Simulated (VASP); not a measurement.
# Sb (Pm-3m) in VASP: a series of runs, part 2 of 3

VASP 6.6.1.

## (3) Single point, r2SCAN (volume scaled by 0.94)

The input, POSCAR:

```
Sb
1.0
    3.0245038184      0.0000000000      0.0000000000
    0.0000000000      3.0245038184      0.0000000000
    0.0000000000      0.0000000000      3.0245038184
Sb
1
Direct
    0.0000000000      0.0000000000      0.0000000000
```

The input, INCAR.step1:

```
SYSTEM = Sb
PREC = Accurate ; ENCUT = 520
ISMEAR = 0 ; SIGMA = 0.1
LREAL = .FALSE. ; LASPH = .TRUE.
NELM = 100 ; NBANDS = 8
GGA = PE ; ALGO = Normal
EDIFF = 1E-4 ; LWAVE = .TRUE.
LCHARG = .FALSE.
```

The input, INCAR.step2:

```
SYSTEM = Sb
PREC = Accurate ; ENCUT = 520
EDIFF = 1E-6 ; ISMEAR = 0
SIGMA = 0.1 ; LREAL = .FALSE.
LASPH = .TRUE. ; NELM = 100
ALGO = Normal ; ISIF = 2
LWAVE = .FALSE. ; LCHARG = .FALSE.
METAGGA = R2SCAN ; LMIXTAU = .TRUE.
NBANDS = 8 ; ISTART = 1
```

The input, KPOINTS:

```
Automatic mesh
0
G
  14 14 14
  0 0 0
```

Potentials or basis: VASP PAW PBE potentials, release 64 (Sb).

Launch:

```
cat potpaw_PBE.64/Sb/POTCAR > POTCAR
cp INCAR.step1 INCAR
mpirun -np 1 vasp_std > vasp.out
cp INCAR.step2 INCAR
mpirun -np 1 vasp_std > vasp.out
```

OUTCAR:

```text
SYSTEM = Sb
   PREC = Accurate
   ENCUT = 520
   EDIFF = 1E-6
   ISMEAR = 0
   LREAL = .FALSE.
   LASPH = .TRUE.
   NELM = 100
   ISIF = 2
   METAGGA = R2SCAN
   ISTART = 1

 ion  position               nearest neighbor table
   1  0.000  0.000  0.000-

  LATTYP: Found a simple cubic cell.
 ALAT       =     3.0245038184

  Lattice vectors:

 A1 = (   3.0245038184,   0.0000000000,   0.0000000000)
 A2 = (   0.0000000000,   3.0245038184,   0.0000000000)
 A3 = (   0.0000000000,   0.0000000000,   3.0245038184)

Analysis of symmetry for initial positions (statically):
=====================================================================
 Subroutine PRICEL returns:
 Original cell was already a primitive cell.

 Routine SETGRP: Setting up the symmetry group for a
 simple cubic supercell.

 Subroutine GETGRP returns: Found 48 space group operations
 (whereof 48 operations were pure point group operations)
 out of a pool of 48 trial point group operations.

The static configuration has the point symmetry O_h .

Analysis of symmetry for dynamics (positions and initial velocities):
=====================================================================
 Subroutine PRICEL returns:
 Original cell was already a primitive cell.

 Routine SETGRP: Setting up the symmetry group for a
 simple cubic supercell.

 Subroutine GETGRP returns: Found 48 space group operations
 (whereof 48 operations were pure point group operations)
 out of a pool of 48 trial point group operations.

The dynamic configuration has the point symmetry O_h .

 Subroutine INISYM returns: Found 48 space group operations
 (whereof 48 operations are pure point group operations),
 and found     1 'primitive' translations

----------------------------------------------------------------------------------------

                                     Primitive cell

  volume of cell :      27.6670

  direct lattice vectors                    reciprocal lattice vectors
     3.024503818  0.000000000  0.000000000     0.330632745  0.000000000  0.000000000
     0.000000000  3.024503818  0.000000000     0.000000000  0.330632745  0.000000000
     0.000000000  0.000000000  3.024503818     0.000000000  0.000000000  0.330632745

  length of vectors
     3.024503818  3.024503818  3.024503818     0.330632745  0.330632745  0.330632745

  position of ions in fractional coordinates (direct lattice)
     0.000000000  0.000000000  0.000000000

  ion indices of the primitive-cell ions
   primitive index   ion index
                 1           1

----------------------------------------------------------------------------------------

 KPOINTS: Automatic mesh

Automatic generation of k-mesh.
 Grid dimensions read from file:
 generate k-points for:   14   14   14

 Generating k-lattice:

  Cartesian coordinates                     Fractional coordinates (reciprocal lattice)
     0.023616625  0.000000000  0.000000000     0.071428571  0.000000000  0.000000000
     0.000000000  0.023616625  0.000000000     0.000000000  0.071428571  0.000000000
     0.000000000  0.000000000  0.023616625     0.000000000  0.000000000  0.071428571

  Length of vectors
     0.023616625  0.023616625  0.023616625

  Shift w.r.t. Gamma in fractional coordinates (k-lattice)
     0.000000000  0.000000000  0.000000000

 Subroutine IBZKPT returns following result:
 ===========================================

 Found    120 irreducible k-points:

 Following reciprocal coordinates:
            Coordinates               Weight
  0.000000  0.000000  0.000000      1.000000
  0.071429  0.000000  0.000000      6.000000
  0.142857  0.000000  0.000000      6.000000
  0.214286  0.000000  0.000000      6.000000
  0.285714  0.000000  0.000000      6.000000
  0.357143  0.000000  0.000000      6.000000
[... 16 lines left out ...]
  0.285714  0.214286  0.000000     24.000000
  0.357143  0.214286  0.000000     24.000000
 [... further k-points ...]
   k-points           NKPTS =    120   k-points in BZ     NKDIM =    120   number of bands    NBANDS=      8
   number of dos      NEDOS =    301   number of ions     NIONS =      1
   total plane-waves  NPLWV =  13824
   dimension x,y,z NGX =    24 NGY =   24 NGZ =   24
   dimension x,y,z NGXF=    48 NGYF=   48 NGZF=   48
   ions per type =               1
   NGX,Y,Z   is equivalent  to a cutoff of  13.19, 13.19, 13.19 a.u.
   NGXF,Y,Z  is equivalent  to a cutoff of  26.38, 26.38, 26.38 a.u.
 SYSTEM =  Sb
   PREC   = accura    normal or accurate (medium, high low for compatibility)
   ISTART =      1    job   : 0-new  1-cont  2-samecut
   ICHARG =      0    charge: 1-file 2-atom 10-const
   ISPIN  =      1    spin polarized calculation?
   LNONCOLLINEAR =      F non collinear calculations
   LSORBIT =      F    spin-orbit coupling
   LASPH  =      T    aspherical Exc in radial PAW
   ENCUT  =  520.0 eV  38.22 Ry    6.18 a.u.   5.62  5.62  5.62*2*pi/ulx,y,z
   NELM   =    100;   NELMIN=  2; NELMDL=  0     # of ELM steps
   EDIFF  = 0.1E-05   stopping-criterion for ELM
   LREAL  =      F    real-space projection
   EDIFFG = 0.1E-04   stopping-criterion for IOM
   NSW    =      0    number of steps for IOM
   IBRION =     -1    ionic relax: 0-MD 1-quasi-New 2-CG
   NFREE  =      0    steps in history (QN), initial steepest desc. (CG)
   ISIF   =      2    stress and relaxation
   ISYM   =      2    0-nonsym 1-usesym 2-fastsym
   POTIM  = 0.5000    time-step for ionic-motion
   TEBEG  =    0.0;   TEEND  =   0.0 temperature during run
   PSTRESS=    0.0 pullay stress
   NELECT =       5.0000    total number of electrons
   NUPDOWN=      -1.0000    fix difference up-down
   EMIN   =  10.00;   EMAX   =-10.00  energy-range for DOS
   EFERMI =   0.00;   METHOD = LEGACY
   ISMEAR =     0;   SIGMA  =   0.10  broadening in eV -4-tet -1-fermi 0-gaus
   EFERMI_NEDOS =   21; number of points for ismear=-14 and -15
   IALGO  =     38    algorithm
   IMIX   =      4    mixing-type and parameters
     AMIX     =   0.40;   BMIX     =  1.00
     AMIX_MAG =   1.60;   BMIX_MAG =  1.00
  volume/ion in A,a.u.               =      27.67       186.71
  Fermi-wavevector in a.u.,A,eV,Ry     =   0.925573  1.749079 11.655913  0.856685
  Thomas-Fermi vector in A             =   2.051442
   LORBIT       =      0    0 simple, 1 ext, 2 COOP (PROOUT), +10 PAW based schemes
   METAGGA = R2SCAN    functional components
   LHFCALC =     F    Hartree Fock is set to
   AEXX    =    0.0000 exact exchange contribution
   IVDW    =     0    specifies the selected vdW correction
   LEPSILON=     F    determine dielectric tensor
   LRPA    =     F    only Hartree local field effects (RPA)
 non-spin polarized calculation
 Gauss-broadening in eV      SIGMA  =   0.10
  energy-cutoff  :      520.00
  volume of cell :       27.67
 maximum number of plane-waves:       768
 NGX is ok and might be reduce to    24
   NGX = 11   NGY = 11   NGZ = 11

 number of electron       5.0000000 magnetization

 Free energy of the ion-electron system (eV)
  ---------------------------------------------------
  ext. energy  EPLUGINS =         0.00000000
  ---------------------------------------------------
  free energy    TOTEN  =       -25.62324887 eV

  energy without entropy =      -25.61989197  energy(sigma->0) =      -25.62157042

 E-fermi :   8.0483     XC(G=0): -10.4490

 val. band max:        8.0210834130   @ k =   0.2857   0.2143   0.0000
 cond. band min:       8.0526938320   @ k =   0.2143   0.2143   0.1429
 fundamental gap:      0.0316104190
 Fermi energy:         8.0482744535

 k-point     1 :       0.0000    0.0000    0.0000
  band No.  band energies     occupation
      1      -5.5514      2.00000
      2      11.6959      0.00000
      3      11.6959      0.00000
      4      11.6959      0.00000
      5      15.3680      0.00000
      6      15.3680      0.00000
      7      17.7079      0.00000
      8      26.9266      0.00000
[... 243 lines left out ...]
 k-point    24 :       0.3571    0.2143    0.0000
  band No.  band energies     occupation
      1      -2.8431      2.00000
      2       3.9917      2.00000
      3       8.5680      0.00000
      4      14.2310      0.00000
      5      15.6404      0.00000
      6      18.4156      0.00000
      7      21.8838      0.00000
      8      22.1655      0.00000

 [... further k-points ...]

------------------------ aborting loop because EDIFF is reached ----------------------------------------

  FORCE on cell =-STRESS in cart. coord.  units (eV):
  Direction    XX          YY          ZZ          XY          YZ          ZX
  --------------------------------------------------------------------------------------
  -------------------------------------------------------------------------------------
  Total        0.7213219      0.7213219      0.7213219      0.0000000     -0.0000000      0.0000000
  in kB       41.7712312     41.7712312     41.7712312      0.0000000     -0.0000000      0.0000000
  external PRESSURE =      41.7712312 kB  Pullay stress =       0.0000000 kB

 VOLUME and BASIS-vectors are now :
 -----------------------------------------------------------------------------
  energy-cutoff  :      520.00
  volume of cell :       27.67
      direct lattice vectors                 reciprocal lattice vectors
     3.024503818  0.000000000  0.000000000     0.330632745  0.000000000  0.000000000
     0.000000000  3.024503818  0.000000000     0.000000000  0.330632745  0.000000000
     0.000000000  0.000000000  3.024503818     0.000000000  0.000000000  0.330632745

 POSITION                                       TOTAL-FORCE (eV/Angst)
 -----------------------------------------------------------------------------------
      0.00000      0.00000      0.00000         0.000000      0.000000      0.000000
 -----------------------------------------------------------------------------------
    total drift:                               -0.000000      0.000000     -0.000000

  FREE ENERGIE OF THE ION-ELECTRON SYSTEM (eV)
  ---------------------------------------------------
  free  energy   TOTEN  =       -25.6232488734 eV

  energy  without entropy=      -25.6198919730  energy(sigma->0) =      -25.62157042
```

OSZICAR.step1:

```text
N       E                     dE             d eps       ncg     rms          rms(c)
DAV:   1     0.501260784061E+01    0.50126E+01   -0.16448E+03  1928   0.406E+02
DAV:   2    -0.395947612286E+01   -0.89721E+01   -0.85964E+01  2784   0.527E+01
DAV:   3    -0.405470382419E+01   -0.95228E-01   -0.95131E-01  2288   0.617E+00
DAV:   4    -0.405507719993E+01   -0.37338E-03   -0.37337E-03  2936   0.454E-01
DAV:   5    -0.405507862452E+01   -0.14246E-05   -0.14249E-05  2400   0.177E-02    0.222E+00
DAV:   6    -0.405685610678E+01   -0.17775E-02   -0.53103E-04  2640   0.182E-01    0.134E+00
DAV:   7    -0.405821339980E+01   -0.13573E-02   -0.13812E-03  2072   0.286E-01    0.727E-02
DAV:   8    -0.405826476270E+01   -0.51363E-04   -0.54108E-05  2376   0.493E-02
   1 F= -.40582648E+01 E0= -.40564733E+01  d E =-.358298E-02
```

It took 31 s on 1 thread of Intel Xeon Platinum 8488C (Sapphire Rapids), shared host; peak memory 0.16 GiB.

What came out:

```yaml
Free_energy: -25.6232 eV
Pressure: 4.2 GPa
```

Levels at points of the mesh, in eV from the Fermi level:
```csv
k point,band 1,band 2,band 3,band 4,band 5,band 6,band 7,band 8
"(0.00, 0.00, 0.00)",-13.60,3.65,3.65,3.65,7.32,7.32,9.66,18.88
"(0.50, 0.00, 0.00)",-10.73,-6.42,6.06,6.06,9.55,11.56,12.22,12.22
"(0.50, 0.50, 0.00)",-7.60,-4.14,-4.14,2.19,8.61,14.14,14.25,14.26
"(0.50, 0.50, 0.50)",-3.94,-1.96,-1.96,-1.96,5.06,5.06,5.06,7.37
```

Caveat: the PAW data sets were made with another functional, which shifts forces and pressure a little; spin-orbit coupling is left out, which moves the levels of the heavy elements.

## (4) Single point, r2SCAN (volume scaled by 0.97)

The input, POSCAR:

```
Sb
1.0
    3.0563430404      0.0000000000      0.0000000000
    0.0000000000      3.0563430404      0.0000000000
    0.0000000000      0.0000000000      3.0563430404
Sb
1
Direct
    0.0000000000      0.0000000000      0.0000000000
```

The input, INCAR.step1:

```
ALGO     = Normal         # electronic algorithm
EDIFF    = 1E-4           # SCF threshold, eV
ENCUT    = 520            # plane-wave cutoff, eV
GGA      = PE             # functional
ISMEAR   = 0              # smearing method
LASPH    = T              # aspherical terms in the spheres
LCHARG   = F              # write CHGCAR
LREAL    = F              # projectors in reciprocal space
LWAVE    = T              # write WAVECAR
NBANDS   = 8              # bands
NELM     = 80             # most SCF steps
PREC     = Accurate       # precision mode
SIGMA    = 0.1            # smearing width, eV
```

The input, INCAR.step2:

```
ALGO     = Normal         # electronic algorithm
EDIFF    = 1E-7           # SCF threshold, eV
ENCUT    = 520            # plane-wave cutoff, eV
ISIF     = 2              # what is computed and relaxed
ISMEAR   = 0              # smearing method
ISTART   = 1            
LASPH    = T              # aspherical terms in the spheres
LCHARG   = T              # write CHGCAR
LELF     = T              # ELF
LMIXTAU  = T            
LREAL    = F              # projectors in reciprocal space
LVHAR    = T            
LWAVE    = F              # write WAVECAR
METAGGA  = R2SCAN         # meta-GGA
NBANDS   = 8              # bands
NELM     = 80             # most SCF steps
PREC     = Accurate       # precision mode
SIGMA    = 0.1            # smearing width, eV
```

The input, KPOINTS:

```
k-points
0
Gamma
  14 14 14
```

Launch:

```
cat potpaw_PBE.64/Sb/POTCAR > POTCAR
cp INCAR.step1 INCAR
mpirun -np 1 vasp_std > vasp.out
cp INCAR.step2 INCAR
mpirun -np 1 vasp_std > vasp.out
```

Run time: 41 s. Hardware: 1 thread of Intel Xeon Platinum 8488C (Sapphire Rapids), shared host; peak memory 0.15 GiB.

The run converged. Its results:

```yaml
Free_energy: -25.6400 eV
Pressure: 1.9 GPa
```

Levels at points of the mesh, in eV from the Fermi level:
```
           k point  band 1  band 2  band 3  band 4  band 5  band 6
(0.00, 0.00, 0.00)  -13.31    3.59    3.59    3.59    7.31    7.31
(0.50, 0.00, 0.00)  -10.57   -6.16    5.88    5.88    9.48   11.49
(0.50, 0.50, 0.00)   -7.58   -3.97   -3.97    2.34    8.28   13.90
(0.50, 0.50, 0.50)   -4.14   -1.87   -1.87   -1.87    5.13    5.13
```

Caveat: the PAW data sets were made with another functional, which shifts forces and pressure a little; spin-orbit coupling is left out, which moves the levels of the heavy elements.

(Part 2 of 3 ends here.)
